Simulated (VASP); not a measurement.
Input of a VASP 6.6.1 run:

File INCAR:

```
PREC = Accurate
ENCUT = 600
EDIFF = 1E-7
ISMEAR = 0
SIGMA = 0.1
LREAL = F
LASPH = T
NELM = 60
ALGO = Normal
ISIF = 3
LWAVE = F
LCHARG = F
GGA = PE
IBRION = 2
NSW = 100
EDIFFG = -0.05
```

Contents of KPOINTS:

```
Automatic mesh
0
Gamma
  4 4 6
```

The input POSCAR:

```
PbO2
1.0
    4.9578000000      0.0000000000      0.0000000000
    0.0000000000      4.9578000000      0.0000000000
    0.0000000000      0.0000000000      3.3878000000
Pb O
2 4
Direct
    0.0000000000      0.0000000000      0.0000000000
    0.5000000000      0.5000000000      0.5000000000
    0.3067000000      0.3067000000      0.0000000000
    0.1933000000      0.8067000000      0.5000000000
    0.6933000000      0.6933000000      0.0000000000
    0.8067000000      0.1933000000      0.5000000000
```

Potentials or basis: VASP PAW PBE potentials, release 64 (Pb_d, O).

The run is started by

```bash
$ cat potpaw_PBE.64/Pb_d/POTCAR potpaw_PBE.64/O/POTCAR > POTCAR
$ mpirun -np 1 vasp_std > vasp.out
```

(1) Predict the relaxed cell.

(2) Estimate the band gap on the k mesh.

(3) What does it give for the space group after relaxing (to 0.05 Å)?

## Answers

(1) a = 5.070 Å, b = 5.070 Å, c = 3.452 Å, α = 90.00°, β = 90.00°, γ = 90.00°.

(2) 0.16 eV, indirect (least direct gap 0.51 eV).

(3) P4_2/mnm (No. 136).

Caveat: spin-orbit coupling is left out, which moves the levels of the heavy elements.
